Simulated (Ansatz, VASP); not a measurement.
Al9H in VASP and in Ansatz

File INCAR:

```
SYSTEM = Al9H
PREC     = Accurate       ! precision mode
ENCUT    = 520            ! plane-wave cutoff, eV
EDIFF    = 1E-6           ! SCF threshold, eV
ISMEAR   = 0              ! smearing method
SIGMA    = 0.1            ! smearing width, eV
LREAL    = Auto         
LASPH    = .TRUE.         ! aspherical terms in the spheres
NELM     = 80             ! most SCF steps
ALGO     = Normal         ! electronic algorithm
ISIF     = 2              ! what is computed and relaxed
LWAVE    = .FALSE.        ! write WAVECAR
LCHARG   = .FALSE.        ! write CHGCAR
LDIPOL   = .TRUE.       
IDIPOL   = 3            
DIPOL    = 0.5 0.5 0.306
GGA      = PE             ! functional
NBANDS   = 44             ! bands
```

Contents of KPOINTS:

```
regular mesh
0
G
  5 3 1
  0 0 0
```

File POSCAR:

```
Al9H
1.0
    5.7070863106      0.0000000000      0.0000000000
   -1.4267715776      9.7014842380      0.0000000000
    0.0000000000      0.0000000000     22.7903703519
Al H
18 2
Direct
    0.2662216041      0.0648864163      0.1755127248
    0.7662216041      0.0648864163      0.1755127248
    0.3354806058      0.3419224231      0.2192029854
    0.8354806058      0.3419224231      0.2192029854
    0.1493324061      0.5973296244      0.2279410375
    0.6493324061      0.5973296244      0.2279410375
    0.4631842064      0.8527368258      0.2366790896
    0.9631842065      0.8527368258      0.2366790896
    0.0319772093      0.1277109169      0.2808262502
    0.5319772093      0.1277109169      0.2808262502
    0.0997917601      0.4042231294      0.3301071124
    0.5997917601      0.4042231294      0.3301071124
    0.4144000537      0.6596656514      0.3369822081
    0.9144000537      0.6596656514      0.3369822081
    0.2263076916      0.9110819252      0.3449259130
    0.7263076916      0.9110819252      0.3449259130
    0.2962427243      0.1814072004      0.3857054631
    0.7962427243      0.1814072004      0.3857054631
    0.6062643800      0.3914885899      0.5173400068
    0.6062643800      0.4577756274      0.5173400068
```

Input for Ansatz:

```yaml
crystal:
  lattice:
    - [5.7070863106, 0.0, 0.0]
    - [-1.4267715776, 9.701484238, 0.0]
    - [0.0, 0.0, 22.7903703519]
  atoms:
    - { symbol: Al, position: [0.2662216041, 0.0648864163, 0.1755127248] }
    - { symbol: Al, position: [0.7662216041, 0.0648864163, 0.1755127248] }
    - { symbol: Al, position: [0.3354806058, 0.3419224231, 0.2192029854] }
    - { symbol: Al, position: [0.8354806058, 0.3419224231, 0.2192029854] }
    - { symbol: Al, position: [0.1493324061, 0.5973296244, 0.2279410375] }
    - { symbol: Al, position: [0.6493324061, 0.5973296244, 0.2279410375] }
    - { symbol: Al, position: [0.4631842064, 0.8527368258, 0.2366790896] }
    - { symbol: Al, position: [0.9631842065, 0.8527368258, 0.2366790896] }
    - { symbol: Al, position: [0.0319772093, 0.1277109169, 0.2808262502] }
    - { symbol: Al, position: [0.5319772093, 0.1277109169, 0.2808262502] }
    - { symbol: Al, position: [0.0997917601, 0.4042231294, 0.3301071124] }
    - { symbol: Al, position: [0.5997917601, 0.4042231294, 0.3301071124] }
    - { symbol: Al, position: [0.4144000537, 0.6596656514, 0.3369822081] }
    - { symbol: Al, position: [0.9144000537, 0.6596656514, 0.3369822081] }
    - { symbol: Al, position: [0.2263076916, 0.9110819252, 0.344925913] }
    - { symbol: Al, position: [0.7263076916, 0.9110819252, 0.344925913] }
    - { symbol: Al, position: [0.2962427243, 0.1814072004, 0.3857054631] }
    - { symbol: Al, position: [0.7962427243, 0.1814072004, 0.3857054631] }
    - { symbol: H, position: [0.60626438, 0.3914885899, 0.5173400068] }
    - { symbol: H, position: [0.60626438, 0.4577756274, 0.5173400068] }
basis:
  ecutwfc: 420
kpoints:
  mp_grid: { grid: [5, 3, 1] }
hamiltonian:
  xc: pbe
  pseudopotentials: { kind: paw, azcp: { folder: soft_1 } }
scf:
  occupations: { method: gaussian, width: 0.1 }
output:
  forces: true
  eigenvalues: true
efield:
  axis: 3
  dipole_correction: true
  ramp_width: 0.04
```

Alike in both runs: task single point; functional PBE; k mesh 5 × 3 × 1; occupations gaussian, width 0.1 eV; no spin polarisation.

|  | VASP | Ansatz |
| --- | --- | --- |
| version | VASP 6.6.1 | Ansatz 0.2.0 |
| potentials or method | VASP PAW PBE potentials, release 64 (Al, H), cutoff 520 eV | scalar-relativistic, plane waves, PAW |
| valence electrons in the cell | 56 | 56 |

```tsv
	VASP	Ansatz	Ansatz less VASP
gap on the k mesh at the Fermi level (eV)	none	none	-
rms of the force components (eV/Å)	0.895	0.889	-0.0060
```

Atom by atom the forces differ by 0.006 eV/Å (rms over components). A gap of «none» marks a metal or a gap that the smearing closes. The functional is the same, so the differences come from potentials, cutoffs and numerics.
